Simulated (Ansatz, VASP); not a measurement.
Ga2BAs3: VASP beside Ansatz

INCAR

```
  PREC = Accurate
  ENCUT = 600
  EDIFF = 1E-6
  ISMEAR = 0
  SIGMA = 0.1
  LREAL = F
  LASPH = T
  NELM = 100
  ALGO = Normal
  ISIF = 3
  LWAVE = F
  LCHARG = F
  GGA = PE
  IBRION = 2
  NSW = 90
  EDIFFG = -0.04
```

Contents of KPOINTS:

```
Automatic mesh
0
Gamma
  6 6 4
```

POSCAR

```
Ga2BAs3
1.0
    5.6081906100      0.0000000000      0.0000000000
   -2.8040953000      4.8568355300      0.0000000000
    0.0000000000      0.0000000000      4.2145853200
Ga B As
2 1 3
Direct
    0.3333333300      0.6666666700      0.0000000000
    0.6666666700      0.3333333300      0.0000000000
    0.0000000000      0.0000000000      0.0000000000
    0.5000000000      0.0000000000      0.5000000000
    0.0000000000      0.5000000000      0.5000000000
    0.5000000000      0.5000000000      0.5000000000
```

Input for Ansatz:

```yaml
crystal:
  lattice:
    - [5.60819061, 0.0, 0.0]
    - [-2.8040953, 4.85683553, 0.0]
    - [0.0, 0.0, 4.21458532]
  atoms:
    - { symbol: Ga, position: [0.33333333, 0.66666667, 0.0] }
    - { symbol: Ga, position: [0.66666667, 0.33333333, 0.0] }
    - { symbol: B, position: [0.0, 0.0, 0.0] }
    - { symbol: As, position: [0.5, 0.0, 0.5] }
    - { symbol: As, position: [0.0, 0.5, 0.5] }
    - { symbol: As, position: [0.5, 0.5, 0.5] }
basis:
  ecutwfc: 420
kpoints:
  mp_grid: { grid: [6, 6, 4] }
hamiltonian:
  xc: pbe
scf:
  occupations: { method: gaussian, width: 0.1 }
  lower_state_search: "off"
output:
  forces: true
  stress: true
  eigenvalues: true
relax:
  adjacent_minimum: "off"
  f_tol: 0.04
  max_steps: 70
  cell: { stress_tol: 0.4 }
```

Change from the starting cell: species swapped into the CeZn2Ni3 type (P6/mmm, No. 191).

Alike in both runs: task relaxation of cell and atoms; functional PBE; k mesh 6 × 6 × 4; occupations gaussian, width 0.1 eV; no spin polarisation.

|  | VASP | Ansatz |
| --- | --- | --- |
| version | VASP 6.6.1 | Ansatz 0.2.0 |
| potentials or method | VASP PAW PBE potentials, release 64 (Ga_d, B, As), cutoff 600 eV | scalar-relativistic, plane waves, PAW |
| valence electrons in the cell | 44 | 74 |

|  | VASP | Ansatz | Ansatz less VASP |
| --- | --- | --- | --- |
| gap on the k mesh at the Fermi level, each at its own relaxed structure (eV) | none | none | - |
| relaxed volume (Å³/atom) | 20.69 | 20.61 | -0.080 |
| relaxed cell length with the largest relative difference (Å) | 4.818 | 4.803 | -0.0150 |

A gap of «none» marks a metal or a gap that the smearing closes. VASP's potentials hold 44 valence electrons a cell and Ansatz's 74, so a difference there can come from the potentials and not from the codes.

The k mesh is coarse, so the values compare programs but aren't converged.
